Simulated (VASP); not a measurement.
## Al: single point with PBE

Al:

```
CELL_PARAMETERS angstrom
5.91403 -0.00005 0.05313
-2.48509 9.05593 -0.00443
-1.38265 1.51311 1.92632
ATOMIC_POSITIONS crystal
Al 0.33333 0.66667 0.00000
Al 0.83333 0.66667 0.00000
Al 0.16667 0.33333 0.00000
Al 0.66667 0.33333 0.00000
Al 0.00000 0.00000 0.00000
Al 0.50000 0.00000 0.00000
```

```json
{
 "Program": "VASP 6.6.1",
 "Task": "single point",
 "Functional": "PBE",
 "Potentials or basis": "VASP PAW PBE potentials, release 64 (Al)",
 "Cutoff": "520 eV",
 "k mesh": "6 × 4 × 18",
 "Occupations": "gaussian, width 0.1 eV",
 "Spin": "no spin polarisation",
 "Dipole correction": "no",
 "Further INCAR settings": "ALGO = Fast; EDIFF = 1e-06; NBANDS = 18"
}
```

The pressure is -2.7 GPa. The band gap on the k mesh is zero (band 9 reaches 9.50 eV, above the bottom of band 10 at 5.60 eV).

Stress tensor (GPa, compression positive):
```
-3.83 -1.15 -0.03
-1.15 -4.28 -0.03
-0.03 -0.03 -0.03
```

Levels at points of the mesh, in eV from the Fermi level:
```csv
k point,band 5,band 6,band 7,band 8,band 9,band 10,band 11,band 12,band 13,band 14
"(0.00, 0.00, 0.00)",-5.35,-3.50,-2.68,-1.99,-1.99,0.42,0.42,4.55,4.55,5.92
"(0.50, 0.00, 0.00)",-6.28,-6.28,0.78,0.78,1.73,1.73,2.21,2.21,3.22,3.22
"(0.00, 0.50, 0.00)",-4.43,-4.40,-4.37,-4.31,0.11,0.11,1.66,1.66,6.37,6.37
"(0.50, 0.50, 0.00)",-3.51,-3.51,-2.64,-2.64,1.61,1.61,2.33,2.33,6.12,6.12
"(0.00, 0.00, 0.50)",-2.86,-2.74,-2.74,-1.96,-1.96,-1.92,-1.65,-0.38,4.00,4.62
"(0.50, 0.00, 0.50)",-2.97,-2.97,-1.04,-1.04,-0.76,-0.76,0.78,0.78,1.90,1.90
"(0.00, 0.50, 0.50)",-4.27,-4.00,-3.72,-3.72,0.29,0.29,1.13,1.13,1.54,1.54
"(0.50, 0.50, 0.50)",-1.06,-1.06,-0.56,-0.56,-0.41,-0.41,-0.14,-0.14,0.22,0.22
```

Run time: 14 min on 1 thread of Oxide Virtual Turin-like Processor, on a shared host, peak memory 0.42 GiB.
